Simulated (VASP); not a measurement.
Set up this calculation in VASP 6.6.1, as the native input.

```
Task                   : single point
Functional             : RPBE
Dispersion             : D3(BJ)
Potentials or basis    : VASP PAW PBE potentials, release 64 (Al)
Cutoff                 : 520 eV
k mesh                 : 11 × 11 × 11
Occupations            : tetrahedron
Spin                   : no spin polarisation
Dipole correction      : no
Further INCAR settings : ALGO = Fast; EDIFF = 1e-06; NBANDS = 8
```

The structure of Al lies in POSCAR:

```
Al
1.0
    0.0000000000      2.0248050000      2.0248050000
    2.0248050000      0.0000000000      2.0248050000
    2.0248050000      2.0248050000      0.0000000000
Al
1
Direct
    0.0000000000      0.0000000000      0.0000000000
```

These files were run (other wordings do the same):

INCAR

```
ALGO = Fast ; EDIFF = 1E-6
ENCUT = 520 ; GGA = RP
ISIF = 2 ; ISMEAR = -5
IVDW = 12 ; LASPH = T
LCHARG = F ; LREAL = F
LWAVE = F ; NBANDS = 8
NELM = 80 ; PREC = Accurate
SIGMA = 0.05
```

KPOINTS

```
k-points
0
Gamma
  11 11 11
```

Potentials or basis: VASP PAW PBE potentials, release 64 (Al).

Run with:

```bash
$ cat potpaw_PBE.64/Al/POTCAR > POTCAR
$ mpirun -np 1 vasp_std > vasp.out
```

Results of the run:

The pressure is -19.8 GPa. The dispersion energy per atom is -1.760 eV.

Caveat: the PAW data sets were made with another functional, which shifts forces and pressure a little; pairwise dispersion overbinds metals, which lowers pressure and volume; tetrahedron occupations give inexact forces and stress in metals.

Wall time 15 s on 1 thread of AMD EPYC 7R13, on a shared host, peak memory 0.11 GiB.
